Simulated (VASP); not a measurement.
# Si6CO: single point with PBE+D3(BJ)

Si6CO, a slab with vacuum:

```xyz
8
Lattice="3.8333 0.0000 0.0000 0.0000 5.4212 0.0000 0.0000 0.0000 22.5378" Properties=species:S:1:pos:R:3 pbc="T T T"
Si    1.9167    0.0000    4.0000
Si    0.0000    1.3553    4.0000
Si    0.0000    2.7316    5.8663
Si    1.9167    4.0448    5.8663
Si    1.9167    0.0466    7.6878
Si    0.0000    1.3087    7.6878
O     3.1945    3.6608   10.7878
C     3.1945    3.6608   11.9378
```

```json
{"Program": "VASP 6.6.1", "Task": "single point", "Functional": "PBE", "Dispersion": "D3(BJ)", "Potentials or basis": "VASP PAW PBE potentials, release 64 (Si, O, C)", "Cutoff": "520 eV", "k mesh": "7 × 5 × 1", "Occupations": "gaussian, width 0.05 eV", "Spin": "no spin polarisation"}
```

The largest force is 0.712 eV/Å. The band gap on the k mesh is zero (bands 17 and 18 overlap by 0.28 eV). The dispersion energy per atom is -0.204 eV.

Forces in eV/Å, atoms in the order of the input:
```
Si   0.002  0.552 -0.054
Si  -0.002 -0.552 -0.057
Si   0.000 -0.081  0.007
Si   0.000  0.077  0.005
Si  -0.009  0.020  0.052
Si   0.005 -0.015  0.062
O    0.006 -0.001  0.698
C   -0.001  0.000 -0.712
```

Levels at points of the mesh, in eV from the Fermi level:
```tsv
k point	band 14	band 15	band 16	band 17	band 18	band 19	band 20	band 21
(0.00, 0.00, 0.00)	-1.21	-0.70	-0.41	-0.30	0.28	1.19	2.05	2.46
```

Wall time 3.3 min on 1 thread of Intel(R) Xeon(R) 6975P-C (Granite Rapids), on a shared host, peak memory 0.59 GiB.
